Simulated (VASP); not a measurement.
Input of a VASP 6.6.1 run:

POSCAR

```
TePb
1.0
    3.7952918304      0.0000000000      0.0000000000
    0.0000000000      3.7952918304      0.0000000000
    0.0000000000      0.0000000000      3.7952918304
Te Pb
1 1
Direct
    0.5000000000      0.5000000000      0.5000000000
    0.0000000000      0.0000000000      0.0000000000
```

Contents of INCAR.step1:

```
SYSTEM = TePb
  ALGO = Normal
  EDIFF = 1E-4
  ENCUT = 520
  GGA = PE
  ISMEAR = 0
  LASPH = .True.
  LCHARG = .False.
  LREAL = .False.
  LWAVE = .True.
  NBANDS = 17
  NELM = 100
  PREC = Accurate
  SIGMA = 0.05
```

The input INCAR.step2:

```
SYSTEM = TePb
  ALGO = Normal
  EDIFF = 1E-7
  ENCUT = 520
  ISIF = 2
  ISMEAR = 0
  ISTART = 1
  IVDW = 12
  LASPH = .True.
  LCHARG = .False.
  LMIXTAU = .True.
  LREAL = .False.
  LWAVE = .False.
  METAGGA = R2SCAN
  NBANDS = 17
  NELM = 100
  PREC = Accurate
  SIGMA = 0.05
  VDW_A1 = 0.49484001
  VDW_A2 = 5.73083694
  VDW_S6 = 1.0
  VDW_S8 = 0.78981345
```

The input KPOINTS:

```
k-points
0
Gamma
  10 10 10
  0 0 0
```

Potentials or basis: VASP PAW PBE potentials, release 64 (Te, Pb_d).

Command:

```bash
$ cat potpaw_PBE.64/Te/POTCAR potpaw_PBE.64/Pb_d/POTCAR > POTCAR
$ cp INCAR.step1 INCAR
$ mpirun -np 1 vasp_std > vasp.out
$ cp INCAR.step2 INCAR
$ mpirun -np 1 vasp_std > vasp.out
```

Problem. Estimate the pressure.

Solution. 7.3 GPa.

Problem. Estimate the dispersion energy per atom.

Solution. -0.234 eV.

Problem. Predict the band gap on the k mesh.

Solution. Zero (band 10 reaches 8.44 eV, above the bottom of band 11 at 6.81 eV).

Caveat: the PAW data sets were made with another functional, which shifts forces and pressure a little; spin-orbit coupling is left out, which moves the levels of the heavy elements; pairwise dispersion overbinds metals, which lowers pressure and volume.
